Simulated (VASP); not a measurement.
Wanted: the native input for a VASP 6.6.1 run.

| Item | Value |
| --- | --- |
| Task | single point |
| Functional | PBE |
| Potentials or basis | VASP PAW PBE potentials, release 64 (Be, S) |
| Cutoff | 520 eV |
| k mesh | 10 × 10 × 10 |
| Occupations | fermi-dirac, width 0.02 eV |
| Spin | no spin polarisation |
| Dipole correction | no |
| Further INCAR settings | ALGO = Normal; EDIFF = 1e-06; NBANDS = 11 |

The structure of BeS lies in POSCAR:

```
BeS
1.0
    0.0000000000      2.5073354173      2.3758852603
    2.5073354173      0.0000000000      2.3758852603
    2.5073354173      2.5073354173      0.0000000000
Be S
1 1
Direct
    0.0000000000      0.0000000000      0.0000000000
    0.2500000000      0.2500000000      0.2500000000
```

This cell differs from its parent crystal: epitaxial xy strain +3.0%.

One way to write it, as run:

INCAR

```
ALGO = Normal ; EDIFF = 1E-6
ENCUT = 520 ; GGA = PE
ISIF = 2 ; ISMEAR = -1
LASPH = T ; LCHARG = T
LELF = T ; LREAL = F
LVHAR = T ; LWAVE = F
NBANDS = 11 ; NELM = 60
PREC = Accurate ; SIGMA = 0.02
```

KPOINTS

```
k-points
0
Gamma
  10 10 10
```

Potentials or basis: VASP PAW PBE potentials, release 64 (Be, S).

Run with:

```bash
$ cat potpaw_PBE.64/Be/POTCAR potpaw_PBE.64/S/POTCAR > POTCAR
$ mpirun -np 1 vasp_std > vasp.out
```

It gave:

The pressure is -2.7 GPa. The band gap on the k mesh is 2.80 eV, indirect (least direct gap 5.32 eV).

Caveat: the cell differs from its parent crystal (epitaxial xy strain +3.0%).

Run time: 18 s on 1 thread of Intel(R) Xeon(R) Platinum 8559C (Emerald Rapids), with other jobs on the host, peak memory 0.17 GiB.
